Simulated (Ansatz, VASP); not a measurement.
# One calculation of AlGaN2, two programs

```
Al Ga N
1.0
     3.04038    0.00000    0.00000
     0.00000    3.04038    0.00000
     0.00000    0.00000    4.71247
Al Ga N
1 1 2
Direct
  0.50000 0.50000 0.50000
  0.00000 0.00000 0.00000
  0.50000 0.00000 0.73908
  0.00000 0.50000 0.26092
```

Alike in both runs: task single point; functional r2SCAN; k mesh 8 × 8 × 6; occupations gaussian, width 0.05 eV; no spin polarisation.

|  | VASP | Ansatz |
| --- | --- | --- |
| version | VASP 6.6.1 | Ansatz 0.2.0 |
| potentials or method | VASP PAW PBE potentials, release 64 (Al, Ga_d, N_h), cutoff 1460 eV | scalar-relativistic, plane waves, PAW |
| valence electrons in the cell | 26 | 26 |

```tsv
	VASP	Ansatz	Ansatz less VASP
gap on the k mesh at the Fermi level (eV)	3.16	3.16	-0.007
least direct gap on the mesh (eV)	3.16	3.16	-0.007
pressure (GPa)	-0.2	-0.5	-0.26
traceless stress, the component that is largest in VASP (GPa)	-11.10	-11.17	-0.065
rms of the force components (eV/Å)	0.020	0.060	+0.0394
```

VASP's potentials were made for PBE, not for r2SCAN. Atom by atom the forces differ by 0.039 eV/Å (rms over components).
